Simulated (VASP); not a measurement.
Wanted: the native input for a VASP 6.6.1 run.

```yaml
Task: single point
Functional: PBE
Potentials_or_basis: VASP PAW PBE potentials, release 64 (K_sv, Zr_sv, Cl)
Cutoff: 520 eV
k_mesh: 4 × 4 × 4
Occupations: gaussian, width 0.1 eV
Spin: collinear spin, ferromagnetic start
Starting_moments: "[0.0, 1.0, 0.0, 0.0, 0.0, 0.0] μB"
Dipole_correction: no
Further_INCAR_settings: ALGO = Normal; EDIFF = 1e-06; NBANDS = 38
```

The structure of KZrCl4 lies in POSCAR:

```
KZrCl4
1.0
    0.0000000000      4.4976606300      4.4976606300
    4.4976606300      0.0000000000      4.4976606300
    4.4976606300      4.4976606300      0.0000000000
K Zr Cl
1 1 4
Direct
    0.7500000000      0.7500000000      0.7500000000
    0.0000000000      0.0000000000      0.0000000000
    0.8753639800      0.3748786700      0.3748786700
    0.3748786700      0.3748786700      0.3748786700
    0.3748786700      0.8753639800      0.3748786700
    0.3748786700      0.3748786700      0.8753639800
```

One way to write it, as run:

INCAR

```
  PREC = Accurate
  ENCUT = 520
  EDIFF = 1E-6
  ISMEAR = 0
  SIGMA = 0.1
  LREAL = False
  LASPH = True
  NELM = 150
  ALGO = Normal
  ISIF = 2
  LWAVE = False
  LCHARG = True
  ISPIN = 2
  MAGMOM = 0 1 0 0 0 0
  LORBIT = 11
  LMAXMIX = 4
  GGA = PE
  LELF = True
  LVHAR = True
  NBANDS = 38
```

KPOINTS

```
regular mesh
0
Gamma
  4 4 4
```

Potentials or basis: VASP PAW PBE potentials, release 64 (K_sv, Zr_sv, Cl).

The run is started by

```sh
$ cat potpaw_PBE.64/K_sv/POTCAR potpaw_PBE.64/Zr_sv/POTCAR potpaw_PBE.64/Cl/POTCAR > POTCAR
$ mpirun -np 1 vasp_std > vasp.out
```

Results of the run:

```
Pressure                                              : -3.4 GPa
Largest force                                         : 0.114 eV/Å
Net moment                                            : 2.03 μB per cell
Site moments                                          : K +0.01; Zr +1.46; Cl -0.01 μB
Valence electrons inside the program's atomic spheres : K 7.54; Zr 9.53; Cl 5.03
```

Run time: 3.7 min on 1 thread of Intel(R) Xeon(R) Platinum 8375C CPU @ 2.90GHz (Ice Lake), with other jobs on the host, peak memory 0.45 GiB.
